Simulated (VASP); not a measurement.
# Si3N4 (P6_3/m) in VASP: further runs, part 2 of 2

VASP 6.6.1. The steps go on from the part before.

## 3. Electric field gradients, PBE

File INCAR:

```
ALGO = Normal
EDIFF = 1E-8
ENCUT = 520
GGA = PE
ISIF = 2
ISMEAR = -1
LASPH = T
LCHARG = F
LEFG = T
LREAL = F
LWAVE = F
NBANDS = 45
NELM = 80
PREC = Accurate
SIGMA = 0.02
```

File KPOINTS:

```
k-points
0
Gamma
  4 4 10
```

File POSCAR:

```
Si3N4
1.0
    7.6015000000      0.0000000000      0.0000000000
   -3.8007500000      6.5830921069      0.0000000000
    0.0000000000      0.0000000000      2.9061000000
Si N
6 8
Direct
    0.7684820000      0.1745830000      0.2500000000
    0.5938990000      0.7684820000      0.7500000000
    0.8254170000      0.5938990000      0.2500000000
    0.2315180000      0.8254170000      0.7500000000
    0.4061010000      0.2315180000      0.2500000000
    0.1745830000      0.4061010000      0.7500000000
    0.0305100000      0.3303000000      0.2500000000
    0.7002100000      0.0305100000      0.7500000000
    0.6697000000      0.7002100000      0.2500000000
    0.9694900000      0.6697000000      0.7500000000
    0.2997900000      0.9694900000      0.2500000000
    0.3303000000      0.2997900000      0.7500000000
    0.6666666667      0.3333333333      0.2500000000
    0.3333333333      0.6666666667      0.7500000000
```

Potentials or basis: VASP PAW PBE potentials, release 64 (Si, N).

On the command line:

```
$ cat potpaw_PBE.64/Si/POTCAR potpaw_PBE.64/N/POTCAR > POTCAR
$ mpirun -np 1 vasp_std > vasp.out
```

OUTCAR:

```text
EDIFF = 1E-8
   ENCUT = 520
   GGA = PE
   ISIF = 2
   ISMEAR = -1
   LASPH = T
   LREAL = F
   NELM = 80
   PREC = Accurate

 ion  position               nearest neighbor table
   1  0.768  0.175  0.250-  13 1.73   7 1.74   8 1.74   8 1.74   5 2.99   3 2.99   6 3.05   6 3.05
                             2 3.05   2 3.05
   2  0.594  0.768  0.750-  14 1.73   8 1.74   9 1.74   9 1.74   4 2.99   6 2.99   3 3.05   3 3.05
                             1 3.05   1 3.05
   3  0.825  0.594  0.250-  13 1.73   9 1.74  10 1.74  10 1.74   5 2.99   1 2.99   2 3.05   2 3.05
                             4 3.05   4 3.05
   4  0.232  0.825  0.750-  14 1.73  10 1.74  11 1.74  11 1.74   2 2.99   6 2.99   3 3.05   3 3.05
                             5 3.05   5 3.05
   5  0.406  0.232  0.250-  13 1.73  11 1.74  12 1.74  12 1.74   1 2.99   3 2.99   6 3.05   6 3.05
                             4 3.05   4 3.05
   6  0.175  0.406  0.750-  14 1.73  12 1.74   7 1.74   7 1.74   2 2.99   4 2.99   5 3.05   5 3.05
                             1 3.05   1 3.05
   7  0.031  0.330  0.250-   1 1.74   6 1.74   6 1.74
   8  0.700  0.031  0.750-   2 1.74   1 1.74   1 1.74
   9  0.670  0.700  0.250-   3 1.74   2 1.74   2 1.74
  10  0.969  0.670  0.750-   4 1.74   3 1.74   3 1.74
  11  0.300  0.969  0.250-   5 1.74   4 1.74   4 1.74
  12  0.330  0.300  0.750-   6 1.74   5 1.74   5 1.74
  13  0.667  0.333  0.250-   1 1.73   3 1.73   5 1.73
  14  0.333  0.667  0.750-   4 1.73   6 1.73   2 1.73

  LATTYP: Found a hexagonal cell.
 ALAT       =     7.6015000000
 C/A-ratio  =     0.3823061238

  Lattice vectors:

 A1 = (   7.6015000000,   0.0000000000,   0.0000000000)
 A2 = (  -3.8007500000,   6.5830921069,   0.0000000000)
 A3 = (   0.0000000000,   0.0000000000,   2.9061000000)

Analysis of symmetry for initial positions (statically):
=====================================================================
 Subroutine PRICEL returns:
 Original cell was already a primitive cell.

 Routine SETGRP: Setting up the symmetry group for a
 hexagonal supercell.

 Subroutine GETGRP returns: Found 12 space group operations
 (whereof  6 operations were pure point group operations)
 out of a pool of 24 trial point group operations.

The static configuration has the point symmetry S_6 .
 The point group associated with its full space group is C_6h.

Analysis of symmetry for dynamics (positions and initial velocities):
=====================================================================
 Subroutine PRICEL returns:
 Original cell was already a primitive cell.

 Routine SETGRP: Setting up the symmetry group for a
 hexagonal supercell.

 Subroutine GETGRP returns: Found 12 space group operations
 (whereof  6 operations were pure point group operations)
 out of a pool of 24 trial point group operations.

The dynamic configuration has the point symmetry S_6 .
 The point group associated with its full space group is C_6h.

 Subroutine INISYM returns: Found 12 space group operations
 (whereof  6 operations are pure point group operations),
[... 1304 lines left out ...]

  FORCE on cell =-STRESS in cart. coord.  units (eV):
  Direction    XX          YY          ZZ          XY          YZ          ZX
  --------------------------------------------------------------------------------------
  -------------------------------------------------------------------------------------
  Total        5.0191274      5.0191274      4.9318191     -0.0000000     -0.0000000      0.0000000
  in kB       55.2966746     55.2966746     54.3347831     -0.0000005     -0.0000000      0.0000000
  external PRESSURE =      54.9760441 kB  Pullay stress =       0.0000000 kB

 VOLUME and BASIS-vectors are now :
 -----------------------------------------------------------------------------
  energy-cutoff  :      520.00
  volume of cell :      145.43
      direct lattice vectors                 reciprocal lattice vectors
     7.601500000  0.000000000  0.000000000     0.131552983  0.075952150  0.000000000
    -3.800750000  6.583092107  0.000000000     0.000000000  0.151904300  0.000000000
     0.000000000  0.000000000  2.906100000     0.000000000  0.000000000  0.344103782

 POSITION                                       TOTAL-FORCE (eV/Angst)
 -----------------------------------------------------------------------------------
      5.17807      1.14930      0.72652        -0.019875     -0.002568     -0.000000
      1.59372      5.05899      2.17957        -0.007713     -0.018496     -0.000000
      4.01715      3.90969      0.72652         0.012162     -0.015928     -0.000000
     -1.37732      5.43380      2.17957         0.019875      0.002568      0.000000
      2.20703      1.52410      0.72652         0.007713      0.018496      0.000000
     -0.21640      2.67340      2.17957        -0.012162      0.015928      0.000000
     -1.02347      2.17440      0.72652        -0.015154     -0.046538      0.000000
      5.20669      0.20085      2.17957         0.032727     -0.036393      0.000000
      2.42940      4.60955      0.72652         0.047880      0.010146      0.000000
      4.82422      4.40870      2.17957         0.015154      0.046538      0.000000
     -1.40594      6.38224      0.72652        -0.032727      0.036393     -0.000000
      1.37135      1.97355      2.17957        -0.047880     -0.010146      0.000000
      3.80075      2.19436      0.72652         0.000000     -0.000000      0.000000
     -0.00000      4.38873      2.17957         0.000000     -0.000000     -0.000000
 -----------------------------------------------------------------------------------
    total drift:                               -0.000000      0.000000     -0.000000

  FREE ENERGIE OF THE ION-ELECTRON SYSTEM (eV)
  ---------------------------------------------------
  free  energy   TOTEN  =      -114.4873855073 eV

  energy  without entropy=     -114.4873855073  energy(sigma->0) =     -114.48738551

 Electric field gradients (V/A^2)
---------------------------------------------------------------------
 ion       V_xx      V_yy      V_zz      V_xy      V_xz      V_yz
---------------------------------------------------------------------
   1      -0.452     4.239    -3.788     7.294    -0.000    -0.000
   2      -3.250     7.038    -3.788    -5.678    -0.000    -0.000
   3       9.383    -5.596    -3.788    -1.616     0.000    -0.000
   4      -0.452     4.239    -3.788     7.294     0.000    -0.000
   5      -3.250     7.038    -3.788    -5.678     0.000     0.000
   6       9.383    -5.596    -3.788    -1.616    -0.000     0.000
   7       2.490   -27.971    25.480    30.243    -0.000     0.000
   8     -46.546    21.067    25.480    -1.932    -0.000    -0.000
   9       5.836   -31.316    25.480   -28.311     0.000    -0.000
  10       2.490   -27.971    25.480    30.243    -0.000    -0.000
  11     -46.546    21.067    25.480    -1.932     0.000     0.000
  12       5.836   -31.316    25.480   -28.311     0.000    -0.000
  13      23.054    23.055   -46.108     0.001     0.000    -0.000
  14      23.054    23.055   -46.108     0.001     0.000    -0.000
---------------------------------------------------------------------

 Electric field gradients after diagonalization (V/A^2)
 (convention: |V_zz| > |V_xx| > |V_yy|)
----------------------------------------------------------------------
 ion       V_xx      V_yy      V_zz     asymmetry (V_yy - V_xx)/ V_zz
----------------------------------------------------------------------
   1      -5.768    -3.788     9.556       0.207
   2      -5.768    -3.788     9.556       0.207
   3      -5.768    -3.788     9.556       0.207
   4      -5.768    -3.788     9.556       0.207
   5      -5.768    -3.788     9.556       0.207
   6      -5.768    -3.788     9.556       0.207
   7      25.480    21.122   -46.602       0.094
   8      25.480    21.122   -46.602       0.094
   9      25.480    21.122   -46.602       0.094
  10      25.480    21.122   -46.602       0.094
  11      25.480    21.122   -46.602       0.094
  12      25.480    21.122   -46.602       0.094
  13      23.055    23.054   -46.108       0.000
  14      23.055    23.054   -46.108       0.000
----------------------------------------------------------------------

           NMR quadrupolar parameters

 Cq : quadrupolar parameter    Cq=e*Q*V_zz/h
 eta: asymmetry parameters     (V_yy - V_xx)/ V_zz
 Q  : nuclear electric quadrupole moment in mb (millibarn)
----------------------------------------------------------------------
 ion       Cq(MHz)       eta       Q (mb)
----------------------------------------------------------------------
   1       0.023       0.207       1.000
   2       0.023       0.207       1.000
   3       0.023       0.207       1.000
   4       0.023       0.207       1.000
   5       0.023       0.207       1.000
   6       0.023       0.207       1.000
   7      -0.113       0.094       1.000
   8      -0.113       0.094       1.000
   9      -0.113       0.094       1.000
  10      -0.113       0.094       1.000
  11      -0.113       0.094       1.000
  12      -0.113       0.094       1.000
  13      -0.111       0.000       1.000
  14      -0.111       0.000       1.000
----------------------------------------------------------------------
```

Run time: 2.7 min. Hardware: 1 thread of Intel Xeon Platinum 8488C (Sapphire Rapids), shared host; peak memory 0.32 GiB.

What came out:

- Free energy: -114.4874 eV
- Pressure: 5.5 GPa
- Largest force: 0.049 eV/Å
- Band gap on the k mesh: 4.32 eV (least direct gap 4.52 eV)
- Largest electric field gradient by atom: Si +9.6; N -46.6, -46.1 (each value once) V/Å²

Forces on the atoms (eV/Å):
```
Si  -0.020 -0.003  0.000
Si  -0.008 -0.018  0.000
Si   0.012 -0.016  0.000
Si   0.020  0.003  0.000
Si   0.008  0.018  0.000
Si  -0.012  0.016  0.000
N   -0.015 -0.047  0.000
N    0.033 -0.036  0.000
N    0.048  0.010  0.000
N    0.015  0.047  0.000
N   -0.033  0.036  0.000
N   -0.048 -0.010  0.000
N    0.000  0.000  0.000
N    0.000  0.000  0.000
```

Stress tensor (GPa, compression positive):
```
5.53 0.00 0.00
0.00 5.53 0.00
0.00 0.00 5.43
```

Electric field gradients, principal values (V/Å²):
```tsv
atom	least	middle	greatest (by size)
1 Si	-3.788	-5.768	9.556
2 Si	-3.788	-5.768	9.556
3 Si	-3.788	-5.768	9.556
4 Si	-3.788	-5.768	9.556
5 Si	-3.788	-5.768	9.556
6 Si	-3.788	-5.768	9.556
7 N	21.122	25.480	-46.602
8 N	21.122	25.480	-46.602
9 N	21.122	25.480	-46.602
10 N	21.122	25.480	-46.602
11 N	21.122	25.480	-46.602
12 N	21.122	25.480	-46.602
13 N	23.054	23.055	-46.108
14 N	23.054	23.055	-46.108
```

Caveat: the cell stands under pressure; without QUAD_EFG the Cq values of the log hold for a quadrupole moment of 1 mb, not for the nuclei. A k mesh can miss the band edges.

## 4. Electric field gradients, r2SCAN

File POSCAR:

```
Si3N4
1.0
    7.6015000000      0.0000000000      0.0000000000
   -3.8007500000      6.5830921069      0.0000000000
    0.0000000000      0.0000000000      2.9061000000
Si N
6 8
Direct
    0.7679630651      0.1740808067      0.2500000000
    0.5938822584      0.7679630651      0.7500000000
    0.8259191933      0.5938822584      0.2500000000
    0.2320369349      0.8259191933      0.7500000000
    0.4061177416      0.2320369349      0.2500000000
    0.1740808067      0.4061177416      0.7500000000
    0.0299560718      0.3298971717      0.2500000000
    0.7000589001      0.0299560718      0.7500000000
    0.6701028283      0.7000589001      0.2500000000
    0.9700439282      0.6701028283      0.7500000000
    0.2999410999      0.9700439282      0.2500000000
    0.3298971717      0.2999410999      0.7500000000
    0.6666666667      0.3333333333      0.2500000000
    0.3333333333      0.6666666667      0.7500000000
```

File INCAR.step1:

```
SYSTEM = Si3N4
PREC = Accurate ; ENCUT = 520
ISMEAR = -1 ; SIGMA = 0.02
LREAL = .FALSE. ; LASPH = .TRUE.
NELM = 60 ; NBANDS = 45
GGA = PE ; ALGO = Normal
EDIFF = 1E-4 ; LWAVE = .TRUE.
LCHARG = .FALSE.
```

File INCAR.step2:

```
SYSTEM = Si3N4
PREC = Accurate ; ENCUT = 520
EDIFF = 1E-8 ; ISMEAR = -1
SIGMA = 0.02 ; LREAL = .FALSE.
LASPH = .TRUE. ; NELM = 60
ALGO = Normal ; ISIF = 2
LWAVE = .FALSE. ; LCHARG = .FALSE.
METAGGA = R2SCAN ; LMIXTAU = .TRUE.
LEFG = .TRUE. ; NBANDS = 45
ISTART = 1
```

File KPOINTS:

```
Automatic mesh
0
G
  4 4 10
  0 0 0
```

Potentials or basis: VASP PAW PBE potentials, release 64 (Si, N).

On the command line:

```
$ cat potpaw_PBE.64/Si/POTCAR potpaw_PBE.64/N/POTCAR > POTCAR
$ cp INCAR.step1 INCAR
$ mpirun -np 1 vasp_std > vasp.out
$ cp INCAR.step2 INCAR
$ mpirun -np 1 vasp_std > vasp.out
```

OUTCAR:

```text
SYSTEM = Si3N4
   PREC = Accurate
   ENCUT = 520
   EDIFF = 1E-8
   ISMEAR = -1
   LREAL = .FALSE.
   LASPH = .TRUE.
   NELM = 60
   ISIF = 2
   METAGGA = R2SCAN
   ISTART = 1

 ion  position               nearest neighbor table
   1  0.768  0.174  0.250-  13 1.73   7 1.74   8 1.74   8 1.74   5 3.00   3 3.00   6 3.05   6 3.05
                             2 3.05   2 3.05
   2  0.594  0.768  0.750-  14 1.73   8 1.74   9 1.74   9 1.74   4 3.00   6 3.00   3 3.05   3 3.05
                             1 3.05   1 3.05
   3  0.826  0.594  0.250-  13 1.73   9 1.74  10 1.74  10 1.74   5 3.00   1 3.00   2 3.05   2 3.05
                             4 3.05   4 3.05
   4  0.232  0.826  0.750-  14 1.73  10 1.74  11 1.74  11 1.74   2 3.00   6 3.00   3 3.05   3 3.05
                             5 3.05   5 3.05
   5  0.406  0.232  0.250-  13 1.73  11 1.74  12 1.74  12 1.74   1 3.00   3 3.00   6 3.05   6 3.05
                             4 3.05   4 3.05
   6  0.174  0.406  0.750-  14 1.73  12 1.74   7 1.74   7 1.74   2 3.00   4 3.00   5 3.05   5 3.05
                             1 3.05   1 3.05
[... 1428 lines left out ...]
   6      -5.631    -3.958     9.589       0.174
   7      25.535    20.531   -46.066       0.109
   8      25.534    20.531   -46.066       0.109
   9      25.534    20.532   -46.066       0.109
  10      25.535    20.531   -46.066       0.109
  11      25.534    20.531   -46.066       0.109
  12      25.534    20.532   -46.066       0.109
  13      23.171    23.170   -46.341       0.000
  14      23.171    23.170   -46.341       0.000
----------------------------------------------------------------------

           NMR quadrupolar parameters

 Cq : quadrupolar parameter    Cq=e*Q*V_zz/h
 eta: asymmetry parameters     (V_yy - V_xx)/ V_zz
 Q  : nuclear electric quadrupole moment in mb (millibarn)
----------------------------------------------------------------------
 ion       Cq(MHz)       eta       Q (mb)
----------------------------------------------------------------------
   1       0.023       0.174       1.000
   2       0.023       0.174       1.000
   3       0.023       0.174       1.000
   4       0.023       0.174       1.000
   5       0.023       0.174       1.000
   6       0.023       0.174       1.000
   7      -0.111       0.109       1.000
   8      -0.111       0.109       1.000
   9      -0.111       0.109       1.000
  10      -0.111       0.109       1.000
  11      -0.111       0.109       1.000
  12      -0.111       0.109       1.000
  13      -0.112       0.000       1.000
  14      -0.112       0.000       1.000
----------------------------------------------------------------------
```

It took 8.7 min on 1 thread of Intel Xeon Platinum 8488C (Sapphire Rapids), shared host; peak memory 0.36 GiB.

Results:

| Quantity | Value |
| --- | --- |
| Free energy | -144.1636 eV |
| Pressure | -0.1 GPa |
| Largest force | 0.037 eV/Å |
| Band gap on the k mesh | 4.99 eV (least direct gap 5.19 eV) |
| Largest electric field gradient by atom | Si +9.6; N -46.1, -46.3 (each value once) V/Å² |

Forces in eV/Å, atoms in the order of the input:
```
Si   0.020  0.031  0.000
Si  -0.017  0.033  0.000
Si  -0.037  0.002  0.000
Si  -0.020 -0.031  0.000
Si   0.017 -0.033  0.000
Si   0.037 -0.002  0.000
N    0.028  0.015  0.000
N    0.001  0.032  0.000
N   -0.027  0.017  0.000
N   -0.028 -0.015  0.000
N   -0.001 -0.032  0.000
N    0.027 -0.017  0.000
N    0.000  0.000  0.000
N    0.000  0.000  0.000
```

Electric field gradients, principal values (V/Å²):
```csv
atom,least,middle,greatest (by size)
1 Si,-3.958,-5.631,9.589
2 Si,-3.958,-5.631,9.589
3 Si,-3.958,-5.631,9.589
4 Si,-3.958,-5.631,9.589
5 Si,-3.958,-5.631,9.589
6 Si,-3.958,-5.631,9.589
7 N,20.531,25.535,-46.066
8 N,20.531,25.534,-46.066
9 N,20.532,25.534,-46.066
10 N,20.531,25.535,-46.066
11 N,20.531,25.534,-46.066
12 N,20.532,25.534,-46.066
13 N,23.170,23.171,-46.341
14 N,23.170,23.171,-46.341
```

Caveat: without QUAD_EFG the Cq values of the log hold for a quadrupole moment of 1 mb, not for the nuclei; the PAW data sets were made with another functional, which shifts forces and pressure a little. A k mesh can miss the band edges.
